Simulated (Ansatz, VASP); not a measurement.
## Two plane-wave programs on BaHfO3

```
Ba Hf O
1.0
     5.97981    0.00000    0.00000
    -2.98990    5.17867    0.00000
     0.00000    0.00000    5.53705
Ba Hf O
2 2 6
Direct
  0.33333 0.66667 0.75000
  0.66667 0.33333 0.25000
  0.00000 0.00000 0.00000
  0.00000 0.00000 0.50000
  0.84703 0.69405 0.75000
  0.30595 0.15297 0.75000
  0.84703 0.15297 0.75000
  0.15297 0.30595 0.25000
  0.69405 0.84703 0.25000
  0.15297 0.84703 0.25000
```

Alike in both runs: functional PBE; k mesh 3 × 3 × 4; occupations gaussian, width 0.1 eV; no spin polarisation.

Ansatz relaxed the structure, and its values are those at the end. VASP's run is a single point on that final structure, the one shown.

|  | VASP | Ansatz |
| --- | --- | --- |
| version | VASP 6.6.1 | Ansatz 0.2.0 |
| potentials or method | VASP PAW PBE potentials, release 64 (Ba_sv, Hf_pv, O), cutoff 520 eV | scalar-relativistic, plane waves, PAW |
| valence electrons in the cell | 76 | 108 |

Ansatz gave:

```
gap on the k mesh at the Fermi level (eV) : 3.06
least direct gap on the mesh (eV)         : 3.06
pressure (GPa)                            : 0.0
rms of the force components (eV/Å)        : 0.001
```

**Question.** Estimate VASP's values.

**Answer.** gap on the k mesh at the Fermi level (eV): 3.06; least direct gap on the mesh (eV): 3.06; pressure (GPa): -0.7; rms of the force components (eV/Å): 0.091.

VASP's potentials hold 76 valence electrons a cell and Ansatz's 108, so a difference there can come from the potentials and not from the codes.

Neither program's run includes spin-orbit coupling.
